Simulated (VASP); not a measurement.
A run of VASP 6.6.1 is set up as follows.

Contents of INCAR:

```
PREC = Accurate
ENCUT = 520
EDIFF = 1E-6
ISMEAR = 0
SIGMA = 0.01
LREAL = F
LASPH = T
NELM = 80
ALGO = Normal
ISIF = 2
LWAVE = F
LCHARG = F
GGA = PE
NBANDS = 21
```

KPOINTS

```
Automatic mesh
0
Gamma
  6 6 6
```

POSCAR

```
Si3Ge
1.0
    1.9758658306      1.1407666692      6.4497693344
   -1.9758658306      1.1407666692      6.4497693344
    0.0000000000     -2.2815333383      6.4497693344
Si Ge
3 1
Direct
    1.0016055264      0.0016055264      0.0016055264
    0.4984313415      0.4984313415      0.4984313415
    0.3750055377      0.3750055377      0.3750055377
    0.8749575943      0.8749575943      0.8749575943
```

Potentials or basis: VASP PAW PBE potentials, release 64 (Si, Ge_d).

Command:

```console
$ cat potpaw_PBE.64/Si/POTCAR potpaw_PBE.64/Ge_d/POTCAR > POTCAR
$ mpirun -np 1 vasp_std > vasp.out
```

(1) What does it give for the band gap on the k mesh?

(2) Estimate the largest force.

(3) Estimate the pressure.

## Answers

(1) 0.63 eV, indirect (least direct gap 0.94 eV).

(2) 0.019 eV/Å.

(3) -2.3 GPa.
